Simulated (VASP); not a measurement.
Here is a VASP 6.6.1 calculation.

POSCAR

```
InSe
1.0
    2.0227480360      1.1678341231      8.6782106364
   -2.0227480360      1.1678341231      8.6782106364
    0.0000000000     -2.3356682461      8.6782106364
In Se
2 2
Direct
   -0.0019223054     -0.0019223054     -0.0019223054
    0.8905952075      0.8905952075      0.8905952075
    0.3796781164      0.3796781164      0.3796781164
    0.1756489815      0.1756489815      0.1756489815
```

INCAR.step1

```
SYSTEM = InSe
PREC = Accurate
ENCUT = 550
ISMEAR = 0
SIGMA = 0.01
LREAL = .False.
LASPH = .True.
NELM = 120
NBANDS = 27
GGA = PE
ALGO = Normal
EDIFF = 1E-5
LWAVE = .True.
LCHARG = .False.
GGA_COMPAT = .False.
```

Contents of INCAR.step2:

```
SYSTEM = InSe
PREC = Accurate
ENCUT = 550
EDIFF = 1E-6
ISMEAR = 0
SIGMA = 0.01
LREAL = .False.
LASPH = .True.
NELM = 120
ALGO = Normal
ISIF = 2
LWAVE = .False.
LCHARG = .False.
METAGGA = R2SCAN
LMIXTAU = .True.
NBANDS = 27
ISTART = 1
GGA_COMPAT = .False.
```

File KPOINTS:

```
regular mesh
0
Gamma
  6 6 6
  0 0 0
```

Potentials or basis: VASP PAW PBE potentials, release 64 (In_d, Se).

Launch:

```console
$ cat potpaw_PBE.64/In_d/POTCAR potpaw_PBE.64/Se/POTCAR > POTCAR
$ cp INCAR.step1 INCAR
$ mpirun -np 1 vasp_std > vasp.out
$ cp INCAR.step2 INCAR
$ mpirun -np 1 vasp_std > vasp.out
```

What does it give for the pressure?

0.0 GPa.

Predict the band gap on the k mesh.

0.90 eV.

Estimate the largest force.

0.020 eV/Å.

Forces in eV/Å, atoms in the order of the input:
```
In   0.000  0.000 -0.017
In   0.000  0.000  0.016
Se   0.000  0.000  0.020
Se   0.000  0.000 -0.018
```

Caveat: the PAW data sets were made with another functional, which shifts forces and pressure a little; spin-orbit coupling is left out, which moves the levels of the heavy elements.

**The experiment to reproduce.**

“The Interaction of Hydrogen with the van der Waals Crystal γ-InSe”, 2020, pmc:7321205 reports, for a bulk crystal of InSe at 300 K: band gap 1.25 eV.

A measured gap of InSe is 1.25 eV (300 K; “The Interaction of Hydrogen with the van der Waals Crystal γ-InSe”, 2020, pmc:7321205); the calculated 0.90 eV misses it by -0.35 eV. Spin-orbit coupling on In, Se is left out. The value is that of r2SCAN on a finite k mesh, which can miss the band edges, without temperature or zero-point motion.
